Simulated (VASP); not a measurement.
Set up this calculation in VASP 6.6.1, as the native input.

```yaml
Task: single point
Functional: PBE
Potentials_or_basis: VASP PAW PBE potentials, release 64 (Ti_sv, C)
Cutoff: 520 eV
k_mesh: 16 × 16 × 16
Occupations: fermi-dirac, width 0.03 eV
Spin: no spin polarisation
Dipole_correction: no
Further_INCAR_settings: ALGO = Normal; EDIFF = 1e-06; NBANDS = 15
```

The structure of TiC lies in POSCAR:

```
TiC
1.0
    0.0000000000      2.1711894216      2.1711894216
    2.1711894216      0.0000000000      2.1711894216
    2.1711894216      2.1711894216      0.0000000000
Ti C
1 1
Direct
    0.0000000000      0.0000000000      0.0000000000
    0.5000000000      0.5000000000      0.5000000000
```

This cell differs from its parent crystal: volume scaled by 1.01.

One way to write it, as run:

INCAR

```
SYSTEM = TiC
  PREC = Accurate
  ENCUT = 520
  EDIFF = 1E-6
  ISMEAR = -1
  SIGMA = 0.03
  LREAL = .FALSE.
  LASPH = .TRUE.
  NELM = 80
  ALGO = Normal
  ISIF = 2
  LWAVE = .FALSE.
  LCHARG = .FALSE.
  GGA = PE
  NBANDS = 15
```

KPOINTS

```
regular mesh
0
G
  16 16 16
  0 0 0
```

Potentials or basis: VASP PAW PBE potentials, release 64 (Ti_sv, C).

The run is started by

```console
$ cat potpaw_PBE.64/Ti_sv/POTCAR potpaw_PBE.64/C/POTCAR > POTCAR
$ mpirun -np 1 vasp_std > vasp.out
```

Results of the run:

* Pressure: -1.5 GPa
* Band gap on the k mesh: zero (band 8 reaches 10.01 eV, above the bottom of band 9 at 8.92 eV)

Run time: 25 s on 1 thread of Intel(R) Xeon(R) 6975P-C (Granite Rapids) (shared host), peak memory 0.17 GiB.
